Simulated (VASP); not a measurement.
## Ga3AsP2: single point with PBE

The system is Ga3AsP2.

```
Ga P As
1.0
     3.82175    0.00000    0.00000
    -1.91088    3.30973    0.00000
     0.00000    0.00000   18.90816
Ga P As
6 4 2
Direct
  0.33333 0.66667 0.33333
  0.33333 0.66667 0.66666
  0.33333 0.66667 0.99999
  0.66667 0.33333 0.16666
  0.66667 0.33333 0.49999
  0.66667 0.33333 0.83333
  0.33333 0.66667 0.12467
  0.33333 0.66667 0.79134
  0.66667 0.33333 0.29134
  0.66667 0.33333 0.62467
  0.33333 0.66667 0.45801
  0.66667 0.33333 0.95801
```

* Program: VASP 6.6.1
* Task: single point
* Functional: PBE
* Potentials or basis: VASP PAW PBE potentials, release 64 (Ga_d, P, As)
* Cutoff: 520 eV
* k mesh: 6 × 6 × 1
* Occupations: gaussian, width 0.1 eV
* Spin: no spin polarisation

```
Pressure               : 7.9 GPa
Largest force          : 0.843 eV/Å
Band gap on the k mesh : 1.26 eV
```

Forces in eV/Å, atoms in the order of the input:
```
Ga   0.000  0.000 -0.772
Ga   0.000  0.000  0.047
Ga   0.000  0.000  0.843
Ga   0.000  0.000  0.047
Ga   0.000  0.000  0.843
Ga   0.000  0.000 -0.772
P    0.000  0.000  0.006
P    0.000  0.000 -0.103
P    0.000  0.000 -0.103
P    0.000  0.000  0.006
As   0.000  0.000 -0.022
As   0.000  0.000 -0.022
```

Stress tensor (GPa, compression positive):
```
7.98 0.00 0.00
0.00 7.98 0.00
0.00 0.00 7.77
```

Levels at points of the mesh, in eV from the valence-band top:
```csv
k point,band 51,band 52,band 53,band 54,band 55,band 56,band 57,band 58
"(0.00, 0.00, 0.00)",-0.32,-0.22,0.00,0.00,1.26,1.61,1.64,1.80
"(0.50, 0.00, 0.00)",-1.97,-1.89,-1.82,-1.33,1.36,1.38,1.41,1.64
```

Wall time 3.9 min on 1 thread of AMD EPYC 7R13, on a shared host, peak memory 0.34 GiB.

Caveat: the cell stands under pressure. A k mesh can miss the band edges.
